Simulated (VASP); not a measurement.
# SiNi (P2_13) in VASP: further runs

The runs below take SiNi through single point, with PBEsol, PBEsol+D3(BJ), PBE+D3(BJ), PBEsol+D4.

Program: VASP 6.6.1. These are calculated values, not measurements. Logs are shortened: lines on timing, memory, paths and dates and some standing lists are left out, and cuts for length are marked.

### 1 The cell of the first run

The structure is cubic, space group P2_13 (No. 198). The conventional cell has a = 4.504 Å, b = 4.504 Å, c = 4.504 Å, α = 90.00°, β = 90.00°, γ = 90.00°. Ni (site symmetry 3) has 7 Si at 2.36 to 2.44 Å and 6 Ni at 2.78 Å within 3.1 Å. Si (site symmetry 3) has 7 Ni at 2.36 to 2.44 Å and 6 Si at 2.78 Å within 3.1 Å.

### 2 Single point, PBEsol, collinear spin, zero start

Input file INCAR:

```
ALGO = Normal
EDIFF = 1E-6
ENCUT = 520
GGA = PS
ISIF = 2
ISMEAR = -1
ISPIN = 2
LASPH = True
LCHARG = False
LMAXMIX = 4
LORBIT = 11
LREAL = False
LWAVE = False
MAGMOM = 0 0 0 0 0 0 0 0
NBANDS = 42
NELM = 150
NUPDOWN = 0.0
PREC = Accurate
SIGMA = 0.05
```

Input file KPOINTS:

```
k-points
0
Gamma
  5 5 5
```

Input file POSCAR:

```
SiNi
1.0
    4.5036940000      0.0000000000      0.0000000000
    0.0000000000      4.5036940000      0.0000000000
    0.0000000000      0.0000000000      4.5036940000
Ni Si
4 4
Direct
    0.1495040000      0.1495040000      0.1495040000
    0.6495040000      0.3504960000      0.8504960000
    0.8504960000      0.6495040000      0.3504960000
    0.3504960000      0.8504960000      0.6495040000
    0.8468300000      0.8468300000      0.8468300000
    0.3468300000      0.6531700000      0.1531700000
    0.1531700000      0.3468300000      0.6531700000
    0.6531700000      0.1531700000      0.3468300000
```

Potentials or basis: VASP PAW PBE potentials, release 64 (Ni, Si).

Run with:

```bash
$ cat potpaw_PBE.64/Ni/POTCAR potpaw_PBE.64/Si/POTCAR > POTCAR
$ mpirun -np 1 vasp_std > vasp.out
```

OUTCAR:

```text
EDIFF = 1E-6
   ENCUT = 520
   GGA = PS
   ISIF = 2
   ISMEAR = -1
   ISPIN = 2
   LASPH = True
   LORBIT = 11
   LREAL = False
   NELM = 150
   NUPDOWN = 0.0
   PREC = Accurate

 ion  position               nearest neighbor table
   1  0.150  0.150  0.150-   5 2.36   6 2.41   7 2.41   8 2.41   6 2.44   7 2.44   8 2.44   2 2.78
                             4 2.78   4 2.78   2 2.78   3 2.78   3 2.78
   2  0.650  0.350  0.850-   6 2.36   5 2.41   7 2.41   8 2.41   7 2.44   8 2.44   5 2.44   3 2.78
                             1 2.78   3 2.78   1 2.78   4 2.78   4 2.78
   3  0.850  0.650  0.350-   7 2.36   6 2.41   5 2.41   8 2.41   8 2.44   5 2.44   6 2.44   2 2.78
                             2 2.78   4 2.78   4 2.78   1 2.78   1 2.78
   4  0.350  0.850  0.650-   8 2.36   6 2.41   7 2.41   5 2.41   6 2.44   7 2.44   5 2.44   1 2.78
                             1 2.78   3 2.78   3 2.78   2 2.78   2 2.78
   5  0.847  0.847  0.847-   1 2.36   2 2.41   3 2.41   4 2.41   2 2.44   3 2.44   4 2.44   6 2.78
                             7 2.78   8 2.78   8 2.78   7 2.78   6 2.78
   6  0.347  0.653  0.153-   2 2.36   1 2.41   3 2.41   4 2.41   3 2.44   4 2.44   1 2.44   8 2.78
                             5 2.78   7 2.78   7 2.78   8 2.78   5 2.78
   7  0.153  0.347  0.653-   3 2.36   2 2.41   1 2.41   4 2.41   4 2.44   1 2.44   2 2.44   8 2.78
                             5 2.78   6 2.78   5 2.78   6 2.78   8 2.78
   8  0.653  0.153  0.347-   4 2.36   2 2.41   3 2.41   1 2.41   2 2.44   3 2.44   1 2.44   7 2.78
                             5 2.78   5 2.78   6 2.78   6 2.78   7 2.78

  LATTYP: Found a simple cubic cell.
 ALAT       =     4.5036940000

  Lattice vectors:

 A1 = (   4.5036940000,   0.0000000000,   0.0000000000)
 A2 = (   0.0000000000,   4.5036940000,   0.0000000000)
 A3 = (   0.0000000000,   0.0000000000,   4.5036940000)

Analysis of symmetry for initial positions (statically):
=====================================================================
 Subroutine PRICEL returns:
 Original cell was already a primitive cell.

 Routine SETGRP: Setting up the symmetry group for a
 simple cubic supercell.

 Subroutine GETGRP returns: Found 12 space group operations
 (whereof  3 operations were pure point group operations)
 out of a pool of 48 trial point group operations.

The static configuration has the point symmetry C_3 .
 The point group associated with its full space group is T   .

Analysis of symmetry for dynamics (positions and initial velocities):
=====================================================================
 Subroutine PRICEL returns:
 Original cell was already a primitive cell.

 Routine SETGRP: Setting up the symmetry group for a
 simple cubic supercell.

 Subroutine GETGRP returns: Found 12 space group operations
 (whereof  3 operations were pure point group operations)
 out of a pool of 48 trial point group operations.

The dynamic configuration has the point symmetry C_3 .
 The point group associated with its full space group is T   .

Analysis of structural, dynamic, and magnetic symmetry:
=====================================================================
 Subroutine PRICEL returns:
 Original cell was already a primitive cell.

 Routine SETGRP: Setting up the symmetry group for a
 simple cubic supercell.

 Subroutine GETGRP returns: Found 12 space group operations
 (whereof  3 operations were pure point group operations)
 out of a pool of 48 trial point group operations.

The overall configuration has the point symmetry C_3 .
 The point group associated with its full space group is T   .

 Subroutine INISYM returns: Found 12 space group operations
 (whereof  3 operations are pure point group operations),
 and found     1 'primitive' translations

----------------------------------------------------------------------------------------

                                     Primitive cell

  volume of cell :      91.3496

  direct lattice vectors                    reciprocal lattice vectors
     4.503694000  0.000000000  0.000000000     0.222039952  0.000000000  0.000000000
     0.000000000  4.503694000  0.000000000     0.000000000  0.222039952  0.000000000
     0.000000000  0.000000000  4.503694000     0.000000000  0.000000000  0.222039952

  length of vectors
     4.503694000  4.503694000  4.503694000     0.222039952  0.222039952  0.222039952

  position of ions in fractional coordinates (direct lattice)
     0.149504000  0.149504000  0.149504000
     0.649504000  0.350496000  0.850496000
     0.850496000  0.649504000  0.350496000
     0.350496000  0.850496000  0.649504000
     0.846830000  0.846830000  0.846830000
     0.346830000  0.653170000  0.153170000
     0.153170000  0.346830000  0.653170000
     0.653170000  0.153170000  0.346830000

  ion indices of the primitive-cell ions
   primitive index   ion index
                 1           1
                 2           2
                 3           3
                 4           4
                 5           5
                 6           6
                 7           7
                 8           8

----------------------------------------------------------------------------------------

 KPOINTS: k-points

Automatic generation of k-mesh.
 Grid dimensions read from file:
 generate k-points for:    5    5    5

 Generating k-lattice:

  Cartesian coordinates                     Fractional coordinates (reciprocal lattice)
     0.044407990  0.000000000  0.000000000     0.200000000  0.000000000  0.000000000
     0.000000000  0.044407990  0.000000000     0.000000000  0.200000000  0.000000000
     0.000000000  0.000000000  0.044407990     0.000000000  0.000000000  0.200000000

  Length of vectors
     0.044407990  0.044407990  0.044407990

  Shift w.r.t. Gamma in fractional coordinates (k-lattice)
     0.000000000  0.000000000  0.000000000

 Subroutine IBZKPT returns following result:
 ===========================================

 Found     11 irreducible k-points:

 Following reciprocal coordinates:
            Coordinates               Weight
  0.000000  0.000000  0.000000      1.000000
  0.200000  0.000000  0.000000      6.000000
  0.400000  0.000000  0.000000      6.000000
  0.200000  0.200000  0.000000     12.000000
  0.400000  0.200000  0.000000     12.000000
 -0.200000  0.400000  0.000000     12.000000
  0.400000  0.400000  0.000000     12.000000
  0.200000  0.200000  0.200000      8.000000
  0.400000  0.200000  0.200000     24.000000
  0.400000  0.400000  0.200000     24.000000
  0.400000  0.400000  0.400000      8.000000
   k-points           NKPTS =     11   k-points in BZ     NKDIM =     11   number of bands    NBANDS=     42
   number of dos      NEDOS =    301   number of ions     NIONS =      8
   total plane-waves  NPLWV =  46656
   dimension x,y,z NGX =    36 NGY =   36 NGZ =   36
   dimension x,y,z NGXF=    72 NGYF=   72 NGZF=   72
   ions per type =               4   4
   NGX,Y,Z   is equivalent  to a cutoff of  13.29, 13.29, 13.29 a.u.
   NGXF,Y,Z  is equivalent  to a cutoff of  26.58, 26.58, 26.58 a.u.
 SYSTEM =  unknown system
   PREC   = accura    normal or accurate (medium, high low for compatibility)
   ISTART =      0    job   : 0-new  1-cont  2-samecut
   ICHARG =      2    charge: 1-file 2-atom 10-const
   ISPIN  =      2    spin polarized calculation?
   LNONCOLLINEAR =      F non collinear calculations
   LSORBIT =      F    spin-orbit coupling
   LASPH  =      T    aspherical Exc in radial PAW
   ENCUT  =  520.0 eV  38.22 Ry    6.18 a.u.   8.37  8.37  8.37*2*pi/ulx,y,z
   NELM   =    150;   NELMIN=  2; NELMDL= -5     # of ELM steps
   EDIFF  = 0.1E-05   stopping-criterion for ELM
   LREAL  =      F    real-space projection
   EDIFFG = 0.1E-04   stopping-criterion for IOM
   NSW    =      0    number of steps for IOM
   IBRION =     -1    ionic relax: 0-MD 1-quasi-New 2-CG
   NFREE  =      0    steps in history (QN), initial steepest desc. (CG)
   ISIF   =      2    stress and relaxation
   ISYM   =      2    0-nonsym 1-usesym 2-fastsym
   POTIM  = 0.5000    time-step for ionic-motion
   TEBEG  =    0.0;   TEEND  =   0.0 temperature during run
   PSTRESS=    0.0 pullay stress
   NELECT =      56.0000    total number of electrons
   NUPDOWN=       0.0000    fix difference up-down
   EMIN   =  10.00;   EMAX   =-10.00  energy-range for DOS
   EFERMI =   0.00;   METHOD = LEGACY
   ISMEAR =    -1;   SIGMA  =   0.05  broadening in eV -4-tet -1-fermi 0-gaus
   EFERMI_NEDOS =   21; number of points for ismear=-14 and -15
   IALGO  =     38    algorithm
   IMIX   =      4    mixing-type and parameters
     AMIX     =   0.40;   BMIX     =  1.00
     AMIX_MAG =   1.60;   BMIX_MAG =  1.00
  volume/ion in A,a.u.               =      11.42        77.06
  Fermi-wavevector in a.u.,A,eV,Ry     =   1.390706  2.628053 26.314523  1.934063
  Thomas-Fermi vector in A             =   2.514615
   LORBIT       =     11    0 simple, 1 ext, 2 COOP (PROOUT), +10 PAW based schemes
   GGA     = PS    functional components
   LHFCALC =     F    Hartree Fock is set to
   AEXX    =    0.0000 exact exchange contribution
   IVDW    =     0    specifies the selected vdW correction
   LEPSILON=     F    determine dielectric tensor
   LRPA    =     F    only Hartree local field effects (RPA)
 spin polarized calculation
  energy-cutoff  :      520.00
  volume of cell :       91.35
 maximum number of plane-waves:      2517
 NGX is ok and might be reduce to    36
   NGX = 17   NGY = 17   NGZ = 17

 number of electron      55.9999997 magnetization      -0.0000000

 number of electron      55.9999997 magnetization       0.0000000

 Free energy of the ion-electron system (eV)
  ---------------------------------------------------
  ext. energy  EPLUGINS =         0.00000000
  ---------------------------------------------------
  free energy    TOTEN  =       -51.55194377 eV

  energy without entropy =      -51.53272605  energy(sigma->0) =      -51.54233491

 E-fermi :  11.8474     XC(G=0): -12.6730

 val. band max:       11.6862668796   @ k =   0.4000   0.0000   0.0000
 cond. band min:      11.8904169542   @ k =   0.2000   0.2000   0.0000
 fundamental gap:      0.2041500746
 Fermi energy:        11.8474413335

 spin component 1

 k-point     1 :       0.0000    0.0000    0.0000
  band No.  band energies     occupation
      1      -2.3749      1.00000
      2       3.0345      1.00000
      3       3.0345      1.00000
      4       3.0345      1.00000
      5       5.5376      1.00000
      6       5.5376      1.00000
[... 32 lines left out ...]
     39      16.3506      0.00000
[... 429 lines left out ...]
     39      18.3631      0.00000
     40      18.4856      0.00000
 Fermi energy:        11.8474414898

 spin component 2

 k-point     1 :       0.0000    0.0000    0.0000
  band No.  band energies     occupation
      1      -2.3749      1.00000
      2       3.0345      1.00000
      3       3.0345      1.00000
      4       3.0345      1.00000
      5       5.5376      1.00000
      6       5.5376      1.00000
[... 32 lines left out ...]
     39      16.3506      0.00000
[... 429 lines left out ...]
     39      18.3631      0.00000
     40      18.4856      0.00000
 [bands above 40 left out]

------------------------ aborting loop because EDIFF is reached ----------------------------------------

  FORCE on cell =-STRESS in cart. coord.  units (eV):
  Direction    XX          YY          ZZ          XY          YZ          ZX
  --------------------------------------------------------------------------------------
  -------------------------------------------------------------------------------------
  Total       -2.5072724     -2.5072724     -2.5072724     -0.0000000      0.0000000      0.0000000
  in kB      -43.9749629    -43.9749629    -43.9749629     -0.0000000      0.0000000      0.0000000
  external PRESSURE =     -43.9749629 kB  Pullay stress =       0.0000000 kB

 VOLUME and BASIS-vectors are now :
 -----------------------------------------------------------------------------
  energy-cutoff  :      520.00
  volume of cell :       91.35
      direct lattice vectors                 reciprocal lattice vectors
     4.503694000  0.000000000  0.000000000     0.222039952  0.000000000  0.000000000
     0.000000000  4.503694000  0.000000000     0.000000000  0.222039952  0.000000000
     0.000000000  0.000000000  4.503694000     0.000000000  0.000000000  0.222039952

 POSITION                                       TOTAL-FORCE (eV/Angst)
 -----------------------------------------------------------------------------------
      0.67332      0.67332      0.67332        -0.017402     -0.017402     -0.017402
      2.92517      1.57853      3.83037        -0.017402      0.017402      0.017402
      3.83037      2.92517      1.57853         0.017402     -0.017402      0.017402
      1.57853      3.83037      2.92517         0.017402      0.017402     -0.017402
      3.81386      3.81386      3.81386        -0.019302     -0.019302     -0.019302
      1.56202      2.94168      0.68983        -0.019302      0.019302      0.019302
      0.68983      1.56202      2.94168         0.019302     -0.019302      0.019302
      2.94168      0.68983      1.56202         0.019302      0.019302     -0.019302
 -----------------------------------------------------------------------------------
    total drift:                                0.000000      0.000000     -0.000000

  FREE ENERGIE OF THE ION-ELECTRON SYSTEM (eV)
  ---------------------------------------------------
  free  energy   TOTEN  =       -51.5519437702 eV

  energy  without entropy=      -51.5327260453  energy(sigma->0) =      -51.54233491

 total charge

# of ion       s       p       d       tot
------------------------------------------
    1        0.458   0.607   8.497   9.563
    2        0.458   0.607   8.497   9.563
    3        0.458   0.607   8.497   9.563
    4        0.458   0.607   8.497   9.563
    5        0.738   0.843   0.000   1.581
    6        0.738   0.843   0.000   1.581
    7        0.738   0.843   0.000   1.581
    8        0.738   0.843   0.000   1.581
--------------------------------------------------
tot          4.787   5.800  33.989  44.576

 magnetization (x)

# of ion       s       p       d       tot
------------------------------------------
    1        0.000   0.000   0.000   0.000
    2        0.000   0.000   0.000   0.000
    3        0.000   0.000   0.000   0.000
    4        0.000   0.000   0.000   0.000
    5       -0.000  -0.000   0.000  -0.000
    6       -0.000  -0.000   0.000  -0.000
    7       -0.000  -0.000   0.000  -0.000
    8       -0.000  -0.000   0.000  -0.000
--------------------------------------------------
tot         -0.000  -0.000   0.000  -0.000
```

It took 67 s on 1 thread of Intel Xeon Platinum 8488C (Sapphire Rapids), shared host; peak memory 0.26 GiB.

Results:

```
Free energy                                           : -51.5519 eV
Pressure                                              : -4.4 GPa
Largest force                                         : 0.033 eV/Å
Net moment                                            : 0.00 μB per cell
Valence electrons inside the program's atomic spheres : Ni 9.56; Si 1.58
```

Forces on the atoms (eV/Å):
```
Ni  -0.017 -0.017 -0.017
Ni  -0.017  0.017  0.017
Ni   0.017 -0.017  0.017
Ni   0.017  0.017 -0.017
Si  -0.019 -0.019 -0.019
Si  -0.019  0.019  0.019
Si   0.019 -0.019  0.019
Si   0.019  0.019 -0.019
```

Caveat: the PAW data sets were made with another functional, which shifts forces and pressure a little; the total moment is fixed, so each spin has its own Fermi level.

### 3 Single point, PBEsol+D3(BJ), collinear spin, ferromagnetic start

This run uses another cell than the first one, of 10.80 Å³/atom, 0.946 times its volume.

Input file INCAR:

```
  PREC = Accurate
  ENCUT = 520
  EDIFF = 1E-6
  ISMEAR = -1
  SIGMA = 0.05
  LREAL = False
  LASPH = True
  NELM = 150
  ALGO = Normal
  ISIF = 2
  LWAVE = False
  LCHARG = False
  ISPIN = 2
  MAGMOM = 1 1 1 1 0 0 0 0
  LORBIT = 11
  LMAXMIX = 4
  GGA = PS
  IVDW = 12
  NBANDS = 42
```

Input file KPOINTS:

```
Automatic mesh
0
Gamma
  6 6 6
```

Input file POSCAR:

```
SiNi
1.0
    4.4207857282      0.0000000000      0.0000000000
    0.0000000000      4.4207857282      0.0000000000
    0.0000000000      0.0000000000      4.4207857282
Ni Si
4 4
Direct
    0.1495554442      0.1495554442      0.1495554442
    0.6495554442      0.3504445558      0.8504445558
    0.8504445558      0.6495554442      0.3504445558
    0.3504445558      0.8504445558      0.6495554442
    0.8467024843      0.8467024843      0.8467024843
    0.3467024843      0.6532975157      0.1532975157
    0.1532975157      0.3467024843      0.6532975157
    0.6532975157      0.1532975157      0.3467024843
```

Potentials or basis: VASP PAW PBE potentials, release 64 (Ni, Si).

Run with:

```bash
$ cat potpaw_PBE.64/Ni/POTCAR potpaw_PBE.64/Si/POTCAR > POTCAR
$ mpirun -np 1 vasp_std > vasp.out
```

It took 2.7 min on 1 thread of Intel Xeon Platinum 8259CL at 2.50GHz (Skylake/Cascade Lake), shared host; peak memory 0.3 GiB.

Results (log left out):

```
Free energy                                           : -55.2039 eV
Pressure                                              : 0.2 GPa
Band gap on the k mesh                                : zero (filled and empty bands overlap)
Net moment                                            : 0.00 μB per cell
Valence electrons inside the program's atomic spheres : Ni 9.69; Si 1.62
Dispersion energy per atom                            : -0.460 eV
```

Levels at points of the mesh, in eV from the Fermi level:
Spin up:
```
           k point  band 24  band 25  band 26  band 27  band 28  band 29  band 30  band 31  band 32  band 33
(0.00, 0.00, 0.00)    -2.46    -1.75    -1.75    -1.75     1.11     1.11     1.11     1.40     1.40     2.06
(0.50, 0.00, 0.00)    -2.31    -2.16    -2.16    -0.69    -0.69    -0.18    -0.18     2.87     2.87     3.00
(0.50, 0.50, 0.00)    -2.63    -1.67    -1.67    -1.05    -1.05     0.40     0.40     0.90     0.90     3.98
(0.50, 0.50, 0.50)    -2.88    -1.93    -1.93    -1.93    -1.93     4.45     4.45     4.45     4.45     4.68
```
Spin down:
```csv
k point,band 24,band 25,band 26,band 27,band 28,band 29,band 30,band 31,band 32,band 33
"(0.00, 0.00, 0.00)",-2.46,-1.75,-1.75,-1.75,1.11,1.11,1.11,1.40,1.40,2.06
"(0.50, 0.00, 0.00)",-2.31,-2.16,-2.16,-0.69,-0.69,-0.18,-0.18,2.87,2.87,3.00
"(0.50, 0.50, 0.00)",-2.63,-1.67,-1.67,-1.05,-1.05,0.40,0.40,0.90,0.90,3.98
"(0.50, 0.50, 0.50)",-2.88,-1.93,-1.93,-1.93,-1.93,4.45,4.45,4.45,4.45,4.68
```

Caveat: the PAW data sets were made with another functional, which shifts forces and pressure a little; pairwise dispersion overbinds metals, which lowers pressure and volume.

[end of part 1 of 2]
